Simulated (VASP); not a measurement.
# SrO (F-43m) in VASP: a series of runs

Aim: see how the results for SrO move with the level of theory and the settings. Levels: PBE, LDA, r2SCAN, HSE06. Tasks: single point.

Everything below comes from runs of VASP 6.6.1. Logs are shortened: lines on timing, memory, paths and dates and some standing lists are left out, and cuts for length are marked.

## (1) The cell of the first run

The structure is cubic, space group F-43m (No. 216). Conventional cell: a = 5.585 Å, b = 5.585 Å, c = 5.585 Å, α = 90.00°, β = 90.00°, γ = 90.00°. Within 3.2 Å of Sr (site symmetry -43m) lie 4 O at 2.42 Å. O (site symmetry -43m) has 4 Sr at 2.42 Å within 3.2 Å.

## (2) Single point, PBE

INCAR reads:

```
SYSTEM = SrO
  PREC = Accurate
  ENCUT = 520
  EDIFF = 1E-7
  ISMEAR = 0
  SIGMA = 0.01
  LREAL = .FALSE.
  LASPH = .TRUE.
  NELM = 60
  ALGO = Normal
  ISIF = 2
  LWAVE = .FALSE.
  LCHARG = .FALSE.
  GGA = PE
  NBANDS = 15
```

KPOINTS reads:

```
regular mesh
0
G
  8 8 8
  0 0 0
```

POSCAR reads:

```
SrO
1.0
    0.0000000000      2.7922805169      2.7922805169
    2.7922805169      0.0000000000      2.7922805169
    2.7922805169      2.7922805169      0.0000000000
Sr O
1 1
Direct
    0.0000000000      0.0000000000      0.0000000000
    0.2500000000      0.2500000000      0.2500000000
```

Potentials or basis: VASP PAW PBE potentials, release 64 (Sr_sv, O).

The run is started by

```sh
> cat potpaw_PBE.64/Sr_sv/POTCAR potpaw_PBE.64/O/POTCAR > POTCAR
> mpirun -np 1 vasp_std > vasp.out
```

OUTCAR:

```text
SYSTEM = SrO
   PREC = Accurate
   ENCUT = 520
   EDIFF = 1E-7
   ISMEAR = 0
   LREAL = .FALSE.
   LASPH = .TRUE.
   NELM = 60
   ISIF = 2
   GGA = PE

 ion  position               nearest neighbor table
   1  0.000  0.000  0.000-   2 2.42   2 2.42   2 2.42   2 2.42
   2  0.250  0.250  0.250-   1 2.42   1 2.42   1 2.42   1 2.42

  LATTYP: Found a face centered cubic cell.
 ALAT       =     5.5845610338

  Lattice vectors:

 A1 = (   0.0000000000,   2.7922805169,   2.7922805169)
 A2 = (   2.7922805169,   0.0000000000,   2.7922805169)
 A3 = (   2.7922805169,   2.7922805169,   0.0000000000)

Analysis of symmetry for initial positions (statically):
=====================================================================
 Subroutine PRICEL returns:
 Original cell was already a primitive cell.

 Routine SETGRP: Setting up the symmetry group for a
 face centered cubic supercell.

 Subroutine GETGRP returns: Found 24 space group operations
 (whereof 24 operations were pure point group operations)
 out of a pool of 48 trial point group operations.

The static configuration has the point symmetry T_d .

Analysis of symmetry for dynamics (positions and initial velocities):
=====================================================================
 Subroutine PRICEL returns:
 Original cell was already a primitive cell.

 Routine SETGRP: Setting up the symmetry group for a
 face centered cubic supercell.

 Subroutine GETGRP returns: Found 24 space group operations
 (whereof 24 operations were pure point group operations)
 out of a pool of 48 trial point group operations.

The dynamic configuration has the point symmetry T_d .

 Subroutine INISYM returns: Found 24 space group operations
 (whereof 24 operations are pure point group operations),
 and found     1 'primitive' translations

----------------------------------------------------------------------------------------

                                     Primitive cell

  volume of cell :      43.5419

  direct lattice vectors                    reciprocal lattice vectors
     0.000000000  2.792280517  2.792280517    -0.179065104  0.179065104  0.179065104
     2.792280517  0.000000000  2.792280517     0.179065104 -0.179065104  0.179065104
     2.792280517  2.792280517  0.000000000     0.179065104  0.179065104 -0.179065104

  length of vectors
     3.948880977  3.948880977  3.948880977     0.310149857  0.310149857  0.310149857

  position of ions in fractional coordinates (direct lattice)
     0.000000000  0.000000000  0.000000000
     0.250000000  0.250000000  0.250000000

  ion indices of the primitive-cell ions
   primitive index   ion index
                 1           1
                 2           2

----------------------------------------------------------------------------------------

 KPOINTS: regular mesh

Automatic generation of k-mesh.
 Grid dimensions read from file:
 generate k-points for:    8    8    8

 Generating k-lattice:

  Cartesian coordinates                     Fractional coordinates (reciprocal lattice)
    -0.022383138  0.022383138  0.022383138     0.125000000  0.000000000  0.000000000
     0.022383138 -0.022383138  0.022383138     0.000000000  0.125000000  0.000000000
     0.022383138  0.022383138 -0.022383138     0.000000000  0.000000000  0.125000000

  Length of vectors
     0.038768732  0.038768732  0.038768732

  Shift w.r.t. Gamma in fractional coordinates (k-lattice)
     0.000000000  0.000000000  0.000000000

 Subroutine IBZKPT returns following result:
 ===========================================

 Found     29 irreducible k-points:

 Following reciprocal coordinates:
            Coordinates               Weight
  0.000000  0.000000  0.000000      1.000000
  0.125000  0.000000  0.000000      8.000000
  0.250000  0.000000  0.000000      8.000000
  0.375000  0.000000  0.000000      8.000000
  0.500000  0.000000  0.000000      4.000000
  0.125000  0.125000  0.000000      6.000000
[... 16 lines left out ...]
  0.500000  0.250000  0.125000     48.000000
 -0.375000  0.250000  0.125000     24.000000
 [... further k-points ...]
   k-points           NKPTS =     29   k-points in BZ     NKDIM =     29   number of bands    NBANDS=     15
   number of dos      NEDOS =    301   number of ions     NIONS =      2
   total plane-waves  NPLWV =  27000
   dimension x,y,z NGX =    30 NGY =   30 NGZ =   30
   dimension x,y,z NGXF=    60 NGYF=   60 NGZF=   60
   ions per type =               1   1
   NGX,Y,Z   is equivalent  to a cutoff of  12.63, 12.63, 12.63 a.u.
   NGXF,Y,Z  is equivalent  to a cutoff of  25.26, 25.26, 25.26 a.u.
 SYSTEM =  SrO
   PREC   = accura    normal or accurate (medium, high low for compatibility)
   ISTART =      0    job   : 0-new  1-cont  2-samecut
   ICHARG =      2    charge: 1-file 2-atom 10-const
   ISPIN  =      1    spin polarized calculation?
   LNONCOLLINEAR =      F non collinear calculations
   LSORBIT =      F    spin-orbit coupling
   LASPH  =      T    aspherical Exc in radial PAW
   ENCUT  =  520.0 eV  38.22 Ry    6.18 a.u.   7.34  7.34  7.34*2*pi/ulx,y,z
   NELM   =     60;   NELMIN=  2; NELMDL= -5     # of ELM steps
   EDIFF  = 0.1E-06   stopping-criterion for ELM
   LREAL  =      F    real-space projection
   EDIFFG = 0.1E-05   stopping-criterion for IOM
   NSW    =      0    number of steps for IOM
   IBRION =     -1    ionic relax: 0-MD 1-quasi-New 2-CG
   NFREE  =      0    steps in history (QN), initial steepest desc. (CG)
   ISIF   =      2    stress and relaxation
   ISYM   =      2    0-nonsym 1-usesym 2-fastsym
   POTIM  = 0.5000    time-step for ionic-motion
   TEBEG  =    0.0;   TEEND  =   0.0 temperature during run
   PSTRESS=    0.0 pullay stress
   NELECT =      16.0000    total number of electrons
   NUPDOWN=      -1.0000    fix difference up-down
   EMIN   =  10.00;   EMAX   =-10.00  energy-range for DOS
   EFERMI =   0.00;   METHOD = LEGACY
   ISMEAR =     0;   SIGMA  =   0.01  broadening in eV -4-tet -1-fermi 0-gaus
   EFERMI_NEDOS =   21; number of points for ismear=-14 and -15
   IALGO  =     38    algorithm
   IMIX   =      4    mixing-type and parameters
     AMIX     =   0.40;   BMIX     =  1.00
     AMIX_MAG =   1.60;   BMIX_MAG =  1.00
  volume/ion in A,a.u.               =      21.77       146.92
  Fermi-wavevector in a.u.,A,eV,Ry     =   1.172589  2.215872 18.707531  1.374965
  Thomas-Fermi vector in A             =   2.309015
   LORBIT       =      0    0 simple, 1 ext, 2 COOP (PROOUT), +10 PAW based schemes
   GGA     = PE    functional components
   LHFCALC =     F    Hartree Fock is set to
   AEXX    =    0.0000 exact exchange contribution
   IVDW    =     0    specifies the selected vdW correction
   LEPSILON=     F    determine dielectric tensor
   LRPA    =     F    only Hartree local field effects (RPA)
 non-spin polarized calculation
 Gauss-broadening in eV      SIGMA  =   0.01
  energy-cutoff  :      520.00
  volume of cell :       43.54
 maximum number of plane-waves:      1211
 NGX is ok and might be reduce to    30
   NGX = 15   NGY = 15   NGZ = 15

 number of electron      16.0000001 magnetization

 Free energy of the ion-electron system (eV)
  ---------------------------------------------------
  ext. energy  EPLUGINS =         0.00000000
  ---------------------------------------------------
  free energy    TOTEN  =       -11.76136050 eV

  energy without entropy =      -11.76136050  energy(sigma->0) =      -11.76136050

 E-fermi :   0.3400     XC(G=0):  -8.6241

 val. band max:        0.2874115674   @ k =  -0.2500   0.5000   0.2500
 cond. band min:       2.8123494076   @ k =   0.0000   0.0000   0.0000
 fundamental gap:      2.5249378402
 Fermi energy:         0.3399558822

 k-point     1 :       0.0000    0.0000    0.0000
  band No.  band energies     occupation
      1     -31.9264      2.00000
      2     -14.4896      2.00000
      3     -13.8157      2.00000
      4     -13.8157      2.00000
      5     -13.8157      2.00000
      6      -0.5596      2.00000
      7      -0.5596      2.00000
      8      -0.5596      2.00000
      9       2.8123      0.00000
     10       8.3325      0.00000
     11       8.3325      0.00000
     12       9.6655      0.00000
     13       9.6655      0.00000
     14       9.6655      0.00000
     15      15.4197      0.00000

 k-point     2 :       0.1250    0.0000    0.0000
  band No.  band energies     occupation
      1     -31.9176      2.00000
      2     -14.8441      2.00000
      3     -13.8286      2.00000
      4     -13.8286      2.00000
      5     -13.4949      2.00000
      6      -0.6596      2.00000
      7      -0.5069      2.00000
      8      -0.5069      2.00000
      9       3.3247      0.00000
     10       8.0222      0.00000
     11       8.0222      0.00000
     12       9.3260      0.00000
     13      10.0351      0.00000
     14      10.0351      0.00000
     15      13.9227      0.00000

 k-point     3 :       0.2500    0.0000    0.0000
  band No.  band energies     occupation
      1     -31.8962      2.00000
      2     -15.3298      2.00000
      3     -13.8595      2.00000
      4     -13.8595      2.00000
      5     -13.0982      2.00000
      6      -0.7021      2.00000
      7      -0.3882      2.00000
      8      -0.3882      2.00000
      9       4.3894      0.00000
     10       7.7342      0.00000
     11       7.7342      0.00000
     12       8.6388      0.00000
     13      10.3937      0.00000
     14      10.3937      0.00000
     15      12.4758      0.00000
[... 343 lines left out ...]
 k-point    23 :       0.5000    0.2500    0.1250
  band No.  band energies     occupation
      1     -31.8629      2.00000
      2     -15.7666      2.00000
      3     -14.0814      2.00000
      4     -13.9378      2.00000
      5     -12.5971      2.00000
      6      -0.6309      2.00000
      7      -0.2281      2.00000
      8      -0.0502      2.00000
      9       5.2937      0.00000
     10       6.4050      0.00000
     11       8.2176      0.00000
     12       9.0760      0.00000
     13      10.4492      0.00000
     14      10.9979      0.00000
     15      12.6237      0.00000

 k-point    24 :      -0.3750    0.2500    0.1250
  band No.  band energies     occupation
      1     -31.8557      2.00000
      2     -15.8461      2.00000
      3     -14.1165      2.00000
      4     -13.9552      2.00000
      5     -12.5188      2.00000
      6      -0.4104      2.00000
      7      -0.3334      2.00000
      8       0.0102      2.00000
      9       5.2130      0.00000
     10       6.5047      0.00000
     11       8.1027      0.00000
     12       9.2437      0.00000
     13      10.3651      0.00000
     14      11.1930      0.00000
     15      12.6253      0.00000

 [... further k-points ...]
[... 5 lines left out ...]
  --------------------------------------------------------------------------------------
  -------------------------------------------------------------------------------------
  Total        0.3887666      0.3887666      0.3887666      0.0000000     -0.0000000     -0.0000000
  in kB       14.3051508     14.3051508     14.3051508      0.0000000     -0.0000000     -0.0000000
  external PRESSURE =      14.3051508 kB  Pullay stress =       0.0000000 kB

 VOLUME and BASIS-vectors are now :
 -----------------------------------------------------------------------------
  energy-cutoff  :      520.00
  volume of cell :       43.54
      direct lattice vectors                 reciprocal lattice vectors
     0.000000000  2.792280517  2.792280517    -0.179065104  0.179065104  0.179065104
     2.792280517  0.000000000  2.792280517     0.179065104 -0.179065104  0.179065104
     2.792280517  2.792280517  0.000000000     0.179065104  0.179065104 -0.179065104

 POSITION                                       TOTAL-FORCE (eV/Angst)
 -----------------------------------------------------------------------------------
      0.00000      0.00000      0.00000        -0.000000      0.000000      0.000000
      1.39614      1.39614      1.39614         0.000000     -0.000000     -0.000000
 -----------------------------------------------------------------------------------
    total drift:                               -0.000000     -0.000000     -0.000000

  FREE ENERGIE OF THE ION-ELECTRON SYSTEM (eV)
  ---------------------------------------------------
  free  energy   TOTEN  =       -11.7613605003 eV

  energy  without entropy=      -11.7613605003  energy(sigma->0) =      -11.76136050
```

Wall time 31 s (1 thread of Intel Xeon 8259CL, shared host); peak memory 0.18 GiB.

What came out:

```
Free energy            : -11.7614 eV
Pressure               : 1.4 GPa
Band gap on the k mesh : 2.52 eV, indirect (least direct gap 3.37 eV)
```

## (3) Single point, LDA

INCAR reads:

```
SYSTEM = SrO
  ALGO = Normal
  EDIFF = 1E-7
  ENCUT = 520
  ISIF = 2
  ISMEAR = 0
  LASPH = .TRUE.
  LCHARG = .FALSE.
  LREAL = .FALSE.
  LWAVE = .FALSE.
  NBANDS = 15
  NELM = 80
  PREC = Accurate
  SIGMA = 0.01
```

KPOINTS reads:

```
k-points
0
G
  8 8 8
  0 0 0
```

POSCAR is that of step 2.

Potentials or basis: VASP PAW LDA potentials, release 64 (Sr_sv, O).

The run is started by

```sh
> cat potpaw_LDA.64/Sr_sv/POTCAR potpaw_LDA.64/O/POTCAR > POTCAR
> mpirun -np 1 vasp_std > vasp.out
```

Run time: 31 s. Hardware: 1 thread of Intel Xeon 8259CL, shared host; peak memory 0.16 GiB.

Results (log left out):

| Item | Value |
| --- | --- |
| Free energy | -12.9271 eV |
| Pressure | -3.3 GPa |
| Band gap on the k mesh | 2.31 eV, indirect (least direct gap 3.18 eV) |

Levels at points of the mesh, in eV from the valence-band top:
```csv
k point,band 4,band 5,band 6,band 7,band 8,band 9,band 10,band 11,band 12,band 13
"(0.00, 0.00, 0.00)",-13.91,-13.91,-0.87,-0.87,-0.87,2.31,7.99,7.99,9.30,9.30
"(0.50, 0.00, 0.00)",-14.00,-12.78,-0.75,-0.55,-0.55,5.10,6.97,7.51,7.51,9.88
"(0.50, 0.50, 0.00)",-14.14,-12.45,-1.48,-0.01,-0.01,4.37,5.61,9.62,9.91,9.91
```

## (4) Single point, r2SCAN

POSCAR is that of step 3.

INCAR.step1 reads:

```
PREC = Accurate
ENCUT = 520
ISMEAR = 0
SIGMA = 0.01
LREAL = False
LASPH = True
NELM = 60
NBANDS = 15
GGA = PE
ALGO = Normal
EDIFF = 1E-4
LWAVE = True
LCHARG = False
```

INCAR.step2 reads:

```
PREC = Accurate
ENCUT = 520
EDIFF = 1E-6
ISMEAR = 0
SIGMA = 0.01
LREAL = False
LASPH = True
NELM = 60
ALGO = Normal
ISIF = 2
LWAVE = False
LCHARG = False
METAGGA = R2SCAN
LMIXTAU = True
NBANDS = 15
ISTART = 1
```

KPOINTS reads:

```
Automatic mesh
0
Gamma
  8 8 8
```

Potentials or basis: VASP PAW PBE potentials, release 64 (Sr_sv, O).

The run is started by

```sh
> cat potpaw_PBE.64/Sr_sv/POTCAR potpaw_PBE.64/O/POTCAR > POTCAR
> cp INCAR.step1 INCAR
> mpirun -np 1 vasp_std > vasp.out
> cp INCAR.step2 INCAR
> mpirun -np 1 vasp_std > vasp.out
```

Wall time 2.8 min (1 thread of Intel Xeon 8259CL, shared host); peak memory 0.18 GiB.

Results (log left out):

- Free energy: -26.6318 eV
- Pressure: 0.5 GPa
- Band gap on the k mesh: 2.90 eV, indirect (least direct gap 3.75 eV)

Levels at points of the mesh, in eV from the valence-band top:
```tsv
k point	band 6	band 7	band 8	band 9	band 10	band 11
(0.00, 0.00, 0.00)	-0.85	-0.85	-0.85	2.90	8.68	8.68
(0.50, 0.00, 0.00)	-0.70	-0.53	-0.53	5.64	7.64	8.19
(0.50, 0.50, 0.00)	-1.40	-0.01	-0.01	4.91	6.22	10.31
```

Caveat: the PAW data sets were made with another functional, which shifts forces and pressure a little. A k mesh can miss the band edges.

## (5) Single point, PBE, non-collinear spin, zero start, spin-orbit coupling

INCAR reads:

```
SYSTEM = SrO
PREC = Accurate
ENCUT = 520
EDIFF = 1E-6
ISMEAR = 0
SIGMA = 0.01
LREAL = .FALSE.
LASPH = .TRUE.
NELM = 150
ALGO = Normal
ISIF = 2
LWAVE = .FALSE.
LCHARG = .FALSE.
MAGMOM = 0 0 0 0 0 0
LORBIT = 11
LSORBIT = .TRUE.
GGA_COMPAT = .FALSE.
LORBMOM = .TRUE.
GGA = PE
NBANDS = 28
```

KPOINTS reads:

```
regular mesh
0
G
  8 8 8
  0 0 0
```

POSCAR is that of step 4.

Potentials or basis: VASP PAW PBE potentials, release 64 (Sr_sv, O).

The run is started by

```sh
> cat potpaw_PBE.64/Sr_sv/POTCAR potpaw_PBE.64/O/POTCAR > POTCAR
> mpirun -np 1 vasp_ncl > vasp.out
```

OUTCAR:

```text
SYSTEM = SrO
   PREC = Accurate
   ENCUT = 520
   EDIFF = 1E-6
   ISMEAR = 0
   LREAL = .FALSE.
   LASPH = .TRUE.
   NELM = 150
   ISIF = 2
   LORBIT = 11
   LSORBIT = .TRUE.
   GGA = PE

 ion  position               nearest neighbor table
   1  0.000  0.000  0.000-   2 2.42   2 2.42   2 2.42   2 2.42
   2  0.250  0.250  0.250-   1 2.42   1 2.42   1 2.42   1 2.42

  LATTYP: Found a face centered cubic cell.
 ALAT       =     5.5845610338

  Lattice vectors:

[... 1040 lines left out ...]
     0.0000000     0.0000000     0.0000000     0.0000000     0.0000000
     0.0000000     0.0000000     0.0000000     0.0000000     0.0000000
     0.0000000     0.0000000     0.0000000     0.0000000     0.0000000
 l=   3
     0.0000000     0.0000000     0.0000000     0.0000000     0.0000000     0.0000000     0.0000000
     0.0000000     0.0000000     0.0000000     0.0000000     0.0000000     0.0000000     0.0000000
     0.0000000     0.0000000     0.0000000     0.0000000     0.0000000     0.0000000     0.0000000
     0.0000000     0.0000000     0.0000000     0.0000000     0.0000000     0.0000000     0.0000000
     0.0000000     0.0000000     0.0000000     0.0000000     0.0000000     0.0000000     0.0000000
     0.0000000     0.0000000     0.0000000     0.0000000     0.0000000     0.0000000     0.0000000
     0.0000000     0.0000000     0.0000000     0.0000000     0.0000000     0.0000000     0.0000000

 total charge

# of ion       s       p       d       tot
------------------------------------------
    1        2.020   5.813   0.293   8.126
    2        1.558   3.418   0.000   4.976
--------------------------------------------------
tot          3.578   9.232   0.293  13.102

 magnetization (x)

# of ion       s       p       d       tot
------------------------------------------
    1        0.000   0.000   0.000   0.000
    2        0.000  -0.000   0.000  -0.000
--------------------------------------------------
tot          0.000   0.000   0.000   0.000

 magnetization (y)

# of ion       s       p       d       tot
------------------------------------------
    1       -0.000   0.000   0.000  -0.000
    2        0.000  -0.000   0.000  -0.000
--------------------------------------------------
tot         -0.000  -0.000   0.000  -0.000

 magnetization (z)

# of ion       s       p       d       tot
------------------------------------------
    1        0.000  -0.000   0.000   0.000
    2       -0.000  -0.000   0.000  -0.000
--------------------------------------------------
tot         -0.000  -0.000   0.000  -0.000
```

Wall time 5.2 min (1 thread of Intel Xeon 8259CL, shared host); peak memory 0.32 GiB.

Results:

```yaml
Free_energy: -11.8489 eV
Pressure: 1.4 GPa
Net_moment: 0.00 μB per cell
Valence_electrons_inside_the_program's_atomic_spheres: Sr 8.13; O 4.98
```

Moments on the atoms (μB; x, y, z):
```
Sr  0.00 0.00 0.00
O   0.00 0.00 0.00
```

(Continued in part 2 of 2.)
